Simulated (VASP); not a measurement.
Here is a VASP 6.6.1 calculation.

The input INCAR:

```
SYSTEM = ZnS
  PREC = Accurate
  ENCUT = 520
  EDIFF = 1E-6
  ISMEAR = 0
  SIGMA = 0.01
  LREAL = .FALSE.
  LASPH = .TRUE.
  NELM = 80
  ALGO = Normal
  ISIF = 2
  LWAVE = .FALSE.
  LCHARG = .TRUE.
  GGA = PS
  LELF = .TRUE.
  LVHAR = .TRUE.
  NBANDS = 36
```

The input KPOINTS:

```
regular mesh
0
G
  6 6 6
  0 0 0
```

Contents of POSCAR:

```
ZnS
1.0
    1.9403955936      1.1202883729      9.5353660954
   -1.9403955936      1.1202883729      9.5353660954
    0.0000000000     -2.2405757262      9.5353660954
Zn S
3 3
Direct
    0.9999710000      0.9999710000      0.9999710000
    0.2222690000      0.2222690000      0.2222690000
    0.4446130000      0.4446130000      0.4446130000
    0.0832670000      0.0832670000      0.0832670000
    0.5278420000      0.5278420000      0.5278420000
    0.3053630000      0.3053630000      0.3053630000
```

Potentials or basis: VASP PAW PBE potentials, release 64 (Zn, S).

Launch:

```console
$ cat potpaw_PBE.64/Zn/POTCAR potpaw_PBE.64/S/POTCAR > POTCAR
$ mpirun -np 1 vasp_std > vasp.out
```

Q: Predict the band gap on the k mesh.

A: 1.81 eV.

Q: Estimate the largest force.

A: 0.020 eV/Å.

Q: What does it give for the pressure?

A: -4.9 GPa.

Forces on the atoms (eV/Å):
```
Zn   0.000  0.000 -0.006
Zn   0.000  0.000 -0.008
Zn   0.000  0.000 -0.020
S    0.000  0.000  0.013
S    0.000  0.000  0.006
S    0.000  0.000  0.014
```

Caveat: the cell stands under tension; the PAW data sets were made with another functional, which shifts forces and pressure a little. A k mesh can miss the band edges.
